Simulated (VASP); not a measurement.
# ZnCu (Cmmm) in VASP: a series of runs

Runs on ZnCu. Level: PBE. Tasks: single point.

All numbers are computed with VASP 6.6.1; they aren't measurements. Logs are shortened: lines on timing, memory, paths and dates and some standing lists are left out, and cuts for length are marked.

## Step 1: The cell of the first run

The structure is orthorhombic, space group Cmmm (No. 65). Conventional cell: a = 3.060 Å, b = 4.362 Å, c = 3.917 Å, α = 90.00°, β = 90.00°, γ = 90.00°. Zn (site symmetry mmm) has 8 Cu at 2.49 to 2.93 Å and 6 Zn at 2.66 to 3.06 Å within 3.3 Å. Cu (site symmetry mmm) has 8 Zn at 2.49 to 2.93 Å and 6 Cu at 2.66 to 3.06 Å within 3.3 Å.

## Step 2: Single point, PBE

Contents of INCAR:

```
SYSTEM = ZnCu
PREC     = Accurate       ! precision mode
ENCUT    = 520            ! plane-wave cutoff, eV
EDIFF    = 1E-6           ! SCF threshold, eV
ISMEAR   = 0              ! smearing method
SIGMA    = 0.15           ! smearing width, eV
LREAL    = .False.        ! projectors in reciprocal space
LASPH    = .True.         ! aspherical terms in the spheres
NELM     = 100            ! most SCF steps
ALGO     = Normal         ! electronic algorithm
ISIF     = 2              ! what is computed and relaxed
LWAVE    = .False.        ! write WAVECAR
LCHARG   = .False.        ! write CHGCAR
GGA      = PE             ! functional
NBANDS   = 18             ! bands
```

Contents of KPOINTS:

```
Automatic mesh
0
Gamma
  22 22 14
  0 0 0
```

Contents of POSCAR:

```
ZnCu
1.0
    1.5299774785     -2.1810645391      0.0000000000
    1.5299774785      2.1810645391      0.0000000000
    0.0000000000      0.0000000000      3.9168518261
Zn Cu
1 1
Direct
    0.5000000000      0.5000000000      0.5000000000
    0.0000000000      0.0000000000      0.0000000000
```

Potentials or basis: VASP PAW PBE potentials, release 64 (Zn, Cu).

Launch:

```sh
$ cat potpaw_PBE.64/Zn/POTCAR potpaw_PBE.64/Cu/POTCAR > POTCAR
$ mpirun -np 1 vasp_std > vasp.out
```

OUTCAR:

```text
SYSTEM = ZnCu
   PREC = Accurate
   ENCUT = 520
   EDIFF = 1E-6
   ISMEAR = 0
   LREAL = .False.
   LASPH = .True.
   NELM = 100
   ISIF = 2
   GGA = PE

 ion  position               nearest neighbor table
   1  0.500  0.500  0.500-   2 2.49   2 2.49   2 2.49   2 2.49
   2  0.000  0.000  0.000-   1 2.49   1 2.49   1 2.49   1 2.49

  LATTYP: Found a base centered orthorhombic cell.
 ALAT       =     3.0599549570
 B/A-ratio  =     1.4255533625
 C/A-ratio  =     1.2800357787

  Lattice vectors:

 A1 = (   1.5299774785,  -2.1810645391,   0.0000000000)
 A2 = (   1.5299774785,   2.1810645391,   0.0000000000)
 A3 = (   0.0000000000,   0.0000000000,   3.9168518261)

Analysis of symmetry for initial positions (statically):
=====================================================================
 Subroutine PRICEL returns:
 Original cell was already a primitive cell.

 Routine SETGRP: Setting up the symmetry group for a
 base centered orthorhombic supercell.

 Subroutine GETGRP returns: Found  8 space group operations
 (whereof  8 operations were pure point group operations)
 out of a pool of  8 trial point group operations.

The static configuration has the point symmetry D_2h.

Analysis of symmetry for dynamics (positions and initial velocities):
=====================================================================
 Subroutine PRICEL returns:
 Original cell was already a primitive cell.

 Routine SETGRP: Setting up the symmetry group for a
 base centered orthorhombic supercell.

 Subroutine GETGRP returns: Found  8 space group operations
 (whereof  8 operations were pure point group operations)
 out of a pool of  8 trial point group operations.

The dynamic configuration has the point symmetry D_2h.

 Subroutine INISYM returns: Found  8 space group operations
 (whereof  8 operations are pure point group operations),
 and found     1 'primitive' translations

----------------------------------------------------------------------------------------

                                     Primitive cell

  volume of cell :      26.1409

  direct lattice vectors                    reciprocal lattice vectors
     1.529977478 -2.181064539  0.000000000     0.326802196 -0.229245853  0.000000000
[... 67 lines left out ...]
 [... further k-points ...]
   k-points           NKPTS =   1064   k-points in BZ     NKDIM =   1064   number of bands    NBANDS=     18
   number of dos      NEDOS =    301   number of ions     NIONS =      2
   total plane-waves  NPLWV =  12000
   dimension x,y,z NGX =    20 NGY =   20 NGZ =   30
   dimension x,y,z NGXF=    40 NGYF=   40 NGZF=   60
   ions per type =               1   1
   NGX,Y,Z   is equivalent  to a cutoff of  12.48, 12.48, 12.73 a.u.
   NGXF,Y,Z  is equivalent  to a cutoff of  24.96, 24.96, 25.47 a.u.
 SYSTEM =  ZnCu
   PREC   = accura    normal or accurate (medium, high low for compatibility)
   ISTART =      0    job   : 0-new  1-cont  2-samecut
   ICHARG =      2    charge: 1-file 2-atom 10-const
   ISPIN  =      1    spin polarized calculation?
   LNONCOLLINEAR =      F non collinear calculations
   LSORBIT =      F    spin-orbit coupling
   LASPH  =      T    aspherical Exc in radial PAW
   ENCUT  =  520.0 eV  38.22 Ry    6.18 a.u.   4.95  4.95  7.28*2*pi/ulx,y,z
   NELM   =    100;   NELMIN=  2; NELMDL= -5     # of ELM steps
   EDIFF  = 0.1E-05   stopping-criterion for ELM
   LREAL  =      F    real-space projection
[... 7 lines left out ...]
   TEBEG  =    0.0;   TEEND  =   0.0 temperature during run
   PSTRESS=    0.0 pullay stress
   NELECT =      23.0000    total number of electrons
   NUPDOWN=      -1.0000    fix difference up-down
   EMIN   =  10.00;   EMAX   =-10.00  energy-range for DOS
   EFERMI =   0.00;   METHOD = LEGACY
   ISMEAR =     0;   SIGMA  =   0.15  broadening in eV -4-tet -1-fermi 0-gaus
   EFERMI_NEDOS =   21; number of points for ismear=-14 and -15
   IALGO  =     38    algorithm
   IMIX   =      4    mixing-type and parameters
     AMIX     =   0.40;   BMIX     =  1.00
     AMIX_MAG =   1.60;   BMIX_MAG =  1.00
  volume/ion in A,a.u.               =      13.07        88.20
  Fermi-wavevector in a.u.,A,eV,Ry     =   1.568714  2.964440 33.482099  2.460865
  Thomas-Fermi vector in A             =   2.670704
   LORBIT       =      0    0 simple, 1 ext, 2 COOP (PROOUT), +10 PAW based schemes
   GGA     = PE    functional components
   LHFCALC =     F    Hartree Fock is set to
   AEXX    =    0.0000 exact exchange contribution
   IVDW    =     0    specifies the selected vdW correction
   LEPSILON=     F    determine dielectric tensor
   LRPA    =     F    only Hartree local field effects (RPA)
 non-spin polarized calculation
 Gauss-broadening in eV      SIGMA  =   0.15
  energy-cutoff  :      520.00
  volume of cell :       26.14
 maximum number of plane-waves:       728
   NGX =  9   NGY =  9   NGZ = 15

 number of electron      23.0000017 magnetization

 Free energy of the ion-electron system (eV)
  ---------------------------------------------------
  ext. energy  EPLUGINS =         0.00000000
  ---------------------------------------------------
  free energy    TOTEN  =        -4.89171742 eV

  energy without entropy =       -4.88638773  energy(sigma->0) =       -4.88905257

 E-fermi :   5.3209     XC(G=0): -12.2675

 val. band max:        5.3067907893   @ k =   0.4091   0.3636   0.2143
 cond. band min:       5.3245989819   @ k =   0.2273   0.0000   0.1429
 fundamental gap:      0.0178081926
 Fermi energy:         5.3209329792

 k-point     1 :       0.0000    0.0000    0.0000
  band No.  band energies     occupation
      1      -4.8879      2.00000
      2      -2.6631      2.00000
      3      -2.4994      2.00000
      4      -2.0021      2.00000
      5      -1.9016      2.00000
      6      -1.7167      2.00000
[... 481 lines left out ...]
      5      -1.7387      2.00000
      6      -0.1693      2.00000
[... 10 lines left out ...]
     17      17.0841      0.00000
     18      19.7298      0.00000

 [... further k-points ...]
[... 5 lines left out ...]
  --------------------------------------------------------------------------------------
  -------------------------------------------------------------------------------------
  Total        0.5352346     -0.9174964      1.2130471      0.0000000      0.0000000      0.0000000
  in kB       32.8045475    -56.2333865     74.3477039      0.0000000      0.0000000      0.0000000
  external PRESSURE =      16.9729550 kB  Pullay stress =       0.0000000 kB

 VOLUME and BASIS-vectors are now :
 -----------------------------------------------------------------------------
  energy-cutoff  :      520.00
  volume of cell :       26.14
      direct lattice vectors                 reciprocal lattice vectors
     1.529977478 -2.181064539  0.000000000     0.326802196 -0.229245853  0.000000000
     1.529977478  2.181064539  0.000000000     0.326802196  0.229245853  0.000000000
     0.000000000  0.000000000  3.916851826     0.000000000  0.000000000  0.255307079

 POSITION                                       TOTAL-FORCE (eV/Angst)
 -----------------------------------------------------------------------------------
      1.52998      0.00000      1.95843         0.000000      0.000000      0.000000
      0.00000      0.00000      0.00000        -0.000000     -0.000000      0.000000
 -----------------------------------------------------------------------------------
    total drift:                                0.000000      0.000000      0.000000

  FREE ENERGIE OF THE ION-ELECTRON SYSTEM (eV)
  ---------------------------------------------------
  free  energy   TOTEN  =        -4.8917174221 eV

  energy  without entropy=       -4.8863877264  energy(sigma->0) =       -4.88905257
```

Wall time 3.5 min (1 thread of AMD EPYC 9R45 (Zen 5), shared host); peak memory 0.55 GiB.

What came out:

- Free energy: -4.8917 eV
- Pressure: 1.7 GPa

Levels at points of the mesh, in eV from the Fermi level:
```csv
k point,band 9,band 10,band 11,band 12,band 13,band 14,band 15,band 16
"(0.00, 0.00, 0.00)",-2.59,-2.58,-2.52,-0.79,3.37,12.58,13.74,16.97
"(0.50, 0.00, 0.00)",-3.22,-2.68,-2.38,-0.94,7.12,7.25,7.44,8.29
"(0.50, 0.50, 0.00)",-2.82,-2.33,-2.01,1.05,5.07,6.41,7.28,10.21
"(0.00, 0.00, 0.50)",-3.31,-2.85,-2.63,-2.54,13.62,13.95,15.45,16.09
"(0.50, 0.00, 0.50)",-2.63,-2.30,-2.25,-1.49,1.25,2.23,12.82,14.18
"(0.50, 0.50, 0.50)",-2.84,-2.01,1.20,1.43,1.78,3.10,8.06,9.20
```

## Step 3: Single point, PBE

This run uses another cell than the first one, of the same volume but with other edges.

Contents of INCAR:

```
SYSTEM = ZnCu
  ALGO = Normal
  EDIFF = 1E-6
  ENCUT = 520
  GGA = PE
  ISIF = 2
  ISMEAR = 0
  LASPH = .True.
  LCHARG = .False.
  LREAL = .False.
  LWAVE = .False.
  NBANDS = 18
  NELM = 100
  PREC = Accurate
  SIGMA = 0.15
```

Contents of KPOINTS:

```
k-points
0
Gamma
  22 22 14
  0 0 0
```

Contents of POSCAR:

```
ZnCu
1.0
    1.4002983114     -1.9961999663      0.0000000000
    1.4002983114      1.9961999663      0.0000000000
    0.0000000000      0.0000000000      4.6759094069
Zn Cu
1 1
Direct
    0.5000000000      0.5000000000      0.5000000000
    0.0000000000      0.0000000000      0.0000000000
```

Potentials or basis: VASP PAW PBE potentials, release 64 (Zn, Cu).

Launch:

```sh
$ cat potpaw_PBE.64/Zn/POTCAR potpaw_PBE.64/Cu/POTCAR > POTCAR
$ mpirun -np 1 vasp_std > vasp.out
```

It took 3.6 min on 1 thread of AMD EPYC 9R45 (Zen 5), shared host; peak memory 0.56 GiB.

Results (log left out):

```
Free energy : -4.6764 eV
Pressure    : 4.6 GPa
```

Stress tensor (GPa, compression positive):
```
  6.58   0.00   0.00
  0.00  19.37   0.00
  0.00   0.00 -12.17
```

Levels at points of the mesh, in eV from the Fermi level:
```
           k point  band 8  band 9  band 10  band 11  band 12  band 13  band 14  band 15  band 16  band 17
(0.00, 0.00, 0.00)   -3.60   -2.98    -2.31    -2.23    -2.08    -0.12    16.94    17.78    17.94    20.95
(0.50, 0.00, 0.00)   -3.67   -2.24    -1.91    -1.89    -0.61     4.91     5.92     6.09     6.19    16.32
(0.50, 0.50, 0.00)   -2.70   -2.57    -1.44    -1.29     2.75     5.01     6.01     8.12    10.53    10.76
(0.00, 0.00, 0.50)   -3.70   -3.61    -2.31    -2.27    -2.08     6.97     7.34    19.30    19.32    20.65
(0.50, 0.00, 0.50)   -2.52   -2.27    -2.23    -1.86    -0.88     1.23     3.19    11.65    12.24    16.28
(0.50, 0.50, 0.50)   -2.81   -2.56    -1.44     0.76     2.08     2.62     4.68     9.63    11.47    13.42
```

## Step 4: Single point, PBE

This run uses another cell than the first one, of the same volume but with other edges.

Contents of INCAR:

```
PREC = Accurate
ENCUT = 520
EDIFF = 1E-7
ISMEAR = 0
SIGMA = 0.15
LREAL = F
LASPH = T
NELM = 100
ALGO = Normal
ISIF = 2
LWAVE = F
LCHARG = T
GGA = PE
LELF = T
LVHAR = T
NBANDS = 18
```

Contents of KPOINTS:

```
regular mesh
0
Gamma
  22 22 14
```

Contents of POSCAR:

```
ZnCu
1.0
    1.5708739527     -2.2393646453      0.0000000000
    1.5708739527      2.2393646453      0.0000000000
    0.0000000000      0.0000000000      3.7155622471
Zn Cu
1 1
Direct
    0.5000000000      0.5000000000      0.5000000000
    0.0000000000      0.0000000000      0.0000000000
```

Launch:

```sh
$ cat potpaw_PBE.64/Zn/POTCAR potpaw_PBE.64/Cu/POTCAR > POTCAR
$ mpirun -np 1 vasp_std > vasp.out
```

Run time: 4 min. Hardware: 1 thread of AMD EPYC 9R45 (Zen 5), shared host; peak memory 0.55 GiB.

Results (log left out):

- Free energy: -4.7905 eV
- Pressure: 3.7 GPa

Stress tensor (GPa, compression positive):
```
 7.38  0.00  0.00
 0.00 -9.49  0.00
 0.00  0.00 13.11
```

Levels at points of the mesh, in eV from the Fermi level:
```csv
k point,band 10,band 11,band 12,band 13,band 14,band 15
"(0.00, 0.00, 0.00)",-2.70,-2.69,0.09,4.61,11.13,12.56
"(0.50, 0.00, 0.00)",-2.85,-2.59,-1.21,7.72,7.75,8.38
"(0.50, 0.50, 0.00)",-2.66,-2.23,0.54,4.20,6.81,8.13
"(0.00, 0.00, 0.50)",-3.10,-2.80,-2.74,14.51,15.25,15.87
"(0.50, 0.00, 0.50)",-2.41,-2.31,-1.65,1.28,2.02,11.95
"(0.50, 0.50, 0.50)",-2.24,0.84,1.61,1.74,2.66,7.72
```

## Step 5: Overview

```tsv
cell	gap on the mesh (eV)	pressure (GPa)
a = 2.664, b = 2.664, c = 3.917 Å, angles 90.0, 90.0, 109.9°, 2 atoms	none	1.7
a = 2.438, b = 2.438, c = 4.676 Å, angles 90.0, 90.0, 109.9°, 2 atoms	none	4.6
a = 2.735, b = 2.735, c = 3.716 Å, angles 90.0, 90.0, 109.9°, 2 atoms	none	3.7
```

Alike in all rows: task single point; level PBE; potentials or basis VASP PAW PBE potentials, release 64 (Zn, Cu); no spin polarisation; k mesh 22 × 22 × 14; cutoff (eV) 520; smearing gaussian 0.15 eV.

Total energies depend on the potentials used, so only differences within one code and one set of settings carry meaning.
